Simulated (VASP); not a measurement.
## Be: single point with LDA

Crystal: Be.

```xyz
1
Lattice="1.7074 0.0000 0.0000 0.0000 1.7074 0.0000 0.0000 0.0000 1.7074" Properties=species:S:1:pos:R:3 pbc="T T T"
Be    0.0000    0.0000    0.0000
```

```
Program                : VASP 6.6.1
Task                   : single point
Functional             : LDA
Potentials or basis    : VASP PAW LDA potentials, release 64 (Be)
Cutoff                 : 520 eV
k mesh                 : 22 × 22 × 22
Occupations            : fermi-dirac, width 0.05 eV
Spin                   : no spin polarisation
Dipole correction      : no
Further INCAR settings : ALGO = Normal; EDIFF = 1e-07; NBANDS = 7
```

- Pressure: 161.8 GPa
- Band gap on the k mesh: zero (band 1 reaches 20.20 eV, above the bottom of band 2 at 11.76 eV)

Levels at points of the mesh, in eV from the Fermi level:
```
           k point  band 1  band 2  band 3  band 4  band 5  band 6
(0.00, 0.00, 0.00)  -14.59   21.57   21.57   21.57   28.61   28.61
(0.50, 0.00, 0.00)   -9.74   -0.44   28.49   28.49   38.48   38.52
(0.50, 0.50, 0.00)   -0.39   -0.39    7.44   15.98   34.29   50.92
(0.50, 0.50, 0.50)    8.01    8.01    8.01   18.41   18.41   18.41
```

It took 3.2 s on 1 thread of Intel(R) Xeon(R) Platinum 8559C (Emerald Rapids) (shared host), peak memory 0.11 GiB.
